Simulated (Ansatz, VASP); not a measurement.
Two plane-wave programs on BN

INCAR

```
SYSTEM = BN
ALGO = Normal
EDIFF = 1E-6
ENCUT = 520
GGA = PS
ISIF = 2
ISMEAR = 0
LASPH = .TRUE.
LCHARG = .TRUE.
LELF = .TRUE.
LREAL = .FALSE.
LVHAR = .TRUE.
LWAVE = .FALSE.
NBANDS = 16
NELM = 60
PREC = Accurate
SIGMA = 0.05
```

The input KPOINTS:

```
k-points
0
G
  12 12 4
  0 0 0
```

Contents of POSCAR:

```
BN
1.0
    2.6023167162      0.0000000000      0.0000000000
   -1.3011583581      2.2536723849      0.0000000000
    0.0000000000      0.0000000000      7.1368535941
B N
2 2
Direct
    0.3333333333      0.6666666667      0.2500000000
    0.6666666667      0.3333333333      0.7500000000
    0.3333333333      0.6666666667      0.7500000000
    0.6666666667      0.3333333333      0.2500000000
```

Input for Ansatz:

```yaml
crystal:
  lattice:
    - [2.6023167162, 0.0, 0.0]
    - [-1.3011583581, 2.2536723849, 0.0]
    - [0.0, 0.0, 7.1368535941]
  atoms:
    - { symbol: B, position: [0.3333333333, 0.6666666667, 0.25] }
    - { symbol: B, position: [0.6666666667, 0.3333333333, 0.75] }
    - { symbol: "N", position: [0.3333333333, 0.6666666667, 0.75] }
    - { symbol: "N", position: [0.6666666667, 0.3333333333, 0.25] }
basis:
  ecutwfc: 520.0
kpoints:
  mp_grid: { grid: [12, 12, 4] }
hamiltonian:
  xc: pbesol
  pseudopotentials: { kind: paw, azcp: { folder: soft_1 } }
scf:
  occupations: { method: gaussian, width: 0.05 }
output:
  forces: true
  stress: true
  eigenvalues: true
  write_density: true
  write_potential: true
  elf: true
  volumetric_format: npy
```

Alike in both runs: task single point; functional PBEsol; k mesh 12 × 12 × 4; occupations gaussian, width 0.05 eV; no spin polarisation.

|  | VASP | Ansatz |
| --- | --- | --- |
| version | VASP 6.6.1 | Ansatz 0.2.0 |
| potentials or method | VASP PAW PBE potentials, release 64 (B, N), cutoff 520 eV | scalar-relativistic, plane waves, PAW |
| valence electrons in the cell | 16 | 16 |

Ansatz gave:

- gap on the k mesh at the Fermi level (eV): 4.09
- least direct gap on the mesh (eV): 4.31
- pressure (GPa): -22.0
- traceless stress, the component that is largest in VASP (GPa): 21.77

What did VASP give for the same quantities?

gap on the k mesh at the Fermi level (eV): 4.08; least direct gap on the mesh (eV): 4.31; pressure (GPa): -21.7; traceless stress, the component that is largest in VASP (GPa): 21.34.

VASP's potentials were made for PBE, not for PBEsol, and Ansatz warns of the same on its side.
